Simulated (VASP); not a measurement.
Set up this calculation in VASP 6.6.1, as the native input.

- Task: dielectric tensor
- Functional: r2SCAN
- Potentials or basis: VASP PAW PBE potentials, release 64 (Cd, S)
- Cutoff: 520 eV
- k mesh: 6 × 6 × 6
- Occupations: gaussian, width 0.01 eV
- Spin: no spin polarisation
- Dipole correction: no
- Further INCAR settings: ALGO = Normal; EDIFF = 1e-08

The structure of CdS lies in POSCAR:

```
CdS
1.0
    0.0000000000      2.9392148430      2.8510383978
    2.9392148430      0.0000000000      2.8510383978
    2.9392148430      2.9392148430      0.0000000000
Cd S
1 1
Direct
    0.0000000000      0.0000000000      0.0000000000
    0.2500000000      0.2500000000      0.2500000000
```

This cell differs from its parent crystal: uniaxial z strain -3.0%.

These files were run (other wordings do the same):

INCAR

```
PREC = Accurate
ENCUT = 520
EDIFF = 1E-8
ISMEAR = 0
SIGMA = 0.01
LREAL = False
LASPH = True
NELM = 60
ALGO = Normal
ISIF = 2
LWAVE = False
LCHARG = False
METAGGA = R2SCAN
LMIXTAU = True
LCALCEPS = True
```

KPOINTS

```
Automatic mesh
0
Gamma
  6 6 6
```

Potentials or basis: VASP PAW PBE potentials, release 64 (Cd, S).

Run with:

```sh
$ cat potpaw_PBE.64/Cd/POTCAR potpaw_PBE.64/S/POTCAR > POTCAR
$ mpirun -np 1 vasp_std > vasp.out
```

Results of the run:

```
Band gap on the k mesh                  : 1.55 eV
Electronic dielectric tensor (diagonal) : 5.41, 5.41, 5.32
Born charges (mean of the diagonal)     : Cd +2.15; S -2.15 e
```

Caveat: the cell differs from its parent crystal (uniaxial z strain -3.0%).

It took 61 min on 1 thread of AMD EPYC 7R13 Processor (Zen 3), on a shared host, peak memory 0.39 GiB.
